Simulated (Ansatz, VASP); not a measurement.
This is a calculation of NaI for Ansatz 0.2.0.

Contents of input.yaml:

```yaml
crystal:
  lattice:
    - [0.0, 3.2146785402, 3.2146785402]
    - [3.2146785402, 0.0, 3.2146785402]
    - [3.2146785402, 3.2146785402, 0.0]
  atoms:
    - { symbol: I, position: [0.5, 0.5, 0.5] }
    - { symbol: Na, position: [0.0, 0.0, 0.0] }
kpoints:
  mp_grid: { grid: [7, 7, 7] }
scf:
  occupations: { method: fermi_dirac, width: 0.05 }
hamiltonian:
  xc: pbe
  pseudopotentials: { kind: all_electron, lapw: { basis_error: 0.0005 } }
output:
  forces: true
  stress: true
  eigenvalues: true
```

Potentials or basis: all-electron LAPW, scalar-relativistic.

Run with:

```sh
$ ansatz run input.yaml --threads 1 --pin off --max-ram 3072MiB --backend cpu --events-out ev --progress --plain --runs-dir out
```

Q: Translate it to VASP 6.6.1. Potentials there: VASP PAW PBE potentials, release 64 (I, Na_pv).

A: As run (the cutoff follows the program's own potentials):

File INCAR:

```
SYSTEM = NaI
ALGO     = Normal         ! electronic algorithm
EDIFF    = 1E-6           ! SCF threshold, eV
ENCUT    = 520            ! plane-wave cutoff, eV
GGA      = PE             ! functional
ISIF     = 2              ! what is computed and relaxed
ISMEAR   = -1             ! smearing method
LASPH    = .True.         ! aspherical terms in the spheres
LCHARG   = .False.        ! write CHGCAR
LREAL    = .False.        ! projectors in reciprocal space
LWAVE    = .False.        ! write WAVECAR
NBANDS   = 14             ! bands
NELM     = 100            ! most SCF steps
PREC     = Accurate       ! precision mode
SIGMA    = 0.05           ! smearing width, eV
```

File KPOINTS:

```
k-points
0
Gamma
  7 7 7
  0 0 0
```

The input POSCAR:

```
NaI
1.0
    0.0000000000      3.2146785402      3.2146785402
    3.2146785402      0.0000000000      3.2146785402
    3.2146785402      3.2146785402      0.0000000000
I Na
1 1
Direct
    0.5000000000      0.5000000000      0.5000000000
    0.0000000000      0.0000000000      0.0000000000
```

Potentials or basis: VASP PAW PBE potentials, release 64 (I, Na_pv).

Command:

```console
$ cat potpaw_PBE.64/I/POTCAR potpaw_PBE.64/Na_pv/POTCAR > POTCAR
$ mpirun -np 1 vasp_std > vasp.out
```

Both were run:

|  | VASP | Ansatz | Ansatz less VASP |
| --- | --- | --- | --- |
| gap on the k mesh at the Fermi level (eV) | 3.70 | 3.70 | +0.004 |
| least direct gap on the mesh (eV) | 3.70 | 3.70 | +0.004 |
| pressure (GPa) | 0.8 | 0.8 | -0.01 |

Ansatz ran all-electron here, and VASP with PAW potentials.

Neither program's run includes spin-orbit coupling.
